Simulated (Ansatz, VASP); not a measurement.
## I in VASP and in Ansatz

```
CELL_PARAMETERS angstrom
0.00000 2.69585 4.45567
2.49829 0.00000 4.45567
2.49829 2.69585 0.00000
ATOMIC_POSITIONS crystal
I 0.00000 0.00000 0.00000
```

Alike in both runs: task single point; functional PBE; k mesh 6 × 6 × 6; occupations gaussian, width 0.1 eV; no spin polarisation.

|  | VASP | Ansatz |
| --- | --- | --- |
| version | VASP 6.6.1 | Ansatz 0.2.0 |
| potentials or method | VASP PAW PBE potentials, release 64 (I), cutoff 500 eV | scalar-relativistic, plane waves, PAW |
| valence electrons in the cell | 7 | 17 |

|  | VASP | Ansatz | Ansatz less VASP |
| --- | --- | --- | --- |
| gap on the k mesh at the Fermi level (eV) | none | none | - |
| pressure (GPa) | -3.0 | -3.0 | +0.01 |
| traceless stress, the component that is largest in VASP (GPa) | 3.06 | 3.04 | -0.013 |

A gap of «none» marks a metal or a gap that the smearing closes. VASP's potentials hold 7 valence electrons a cell and Ansatz's 17, so a difference there can come from the potentials and not from the codes.

Spin-orbit coupling is off throughout.
